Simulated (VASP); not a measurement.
Input of a VASP 6.6.1 run:

The input INCAR:

```
PREC = Accurate ; ENCUT = 520
EDIFF = 1E-6 ; ISMEAR = -1
SIGMA = 0.05 ; LREAL = False
LASPH = True ; NELM = 150
ALGO = Normal ; ISIF = 2
LWAVE = False ; LCHARG = False
ISPIN = 2 ; MAGMOM = 0 2 2
LORBIT = 11 ; LMAXMIX = 4
GGA = PS ; NBANDS = 25
```

The input KPOINTS:

```
regular mesh
0
Gamma
  12 12 4
```

The input POSCAR:

```
Co2Pd
1.0
    2.6896677883      0.0000000000      0.0000000000
   -1.3448338942      2.3293206324      0.0000000000
    0.0000000000      0.0000000000      6.4432841717
Pd Co
1 2
Direct
    0.0000000000      0.0000000000      0.0000000000
    0.6666666667      0.3333333333      0.3497780000
    0.3333333333      0.6666666667      0.6502220000
```

Potentials or basis: VASP PAW PBE potentials, release 64 (Pd, Co).

Run with:

```bash
$ cat potpaw_PBE.64/Pd/POTCAR potpaw_PBE.64/Co/POTCAR > POTCAR
$ mpirun -np 1 vasp_std > vasp.out
```

(1) Estimate the net moment.

(2) Predict the site moments.

(3) What does it give for the largest force?

(4) Estimate the pressure.

Results:

(1) 3.86 μB per cell.

(2) Pd +0.22; Co +1.85 μB.

(3) 0.147 eV/Å.

(4) -19.0 GPa.

Caveat: the PAW data sets were made with another functional, which shifts forces and pressure a little.
